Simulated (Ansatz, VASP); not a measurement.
## Sr2CuSi3 in VASP and in Ansatz

```
Si Sr Cu
1.0
     0.00000    0.00000    3.78701
     0.00000   -4.23314    0.00000
     6.87324    2.11657   -1.89350
Si Sr Cu
3 2 1
Direct
  0.00000 0.00000 0.00000
  0.15470 0.65470 0.30940
  0.84530 0.34530 0.69060
  0.35210 0.85210 0.70420
  0.64790 0.14790 0.29580
  0.00000 0.50000 0.00000
```

Alike in both runs: task single point; functional PBE; dispersion D4; k mesh 5 × 5 × 5; occupations gaussian, width 0.0182 eV; no spin polarisation.

|  | VASP | Ansatz |
| --- | --- | --- |
| version | VASP 6.6.1 | Ansatz 0.2.0 |
| potentials or method | VASP PAW PBE potentials, release 64 (Si, Sr_sv, Cu), cutoff 520 eV | PAW plane waves |
| valence electrons in the cell | 43 | 51 |

|  | VASP | Ansatz | Ansatz less VASP |
| --- | --- | --- | --- |
| gap on the k mesh at the Fermi level (eV) | none | none | - |
| pressure (GPa) | 26.7 | 26.4 | -0.27 |
| rms of the force components (eV/Å) | 0.175 | 0.180 | +0.0049 |

A gap of «none» marks a metal or a gap that the smearing closes. VASP's potentials hold 43 valence electrons a cell and Ansatz's 51, so a difference there can come from the potentials and not from the codes.
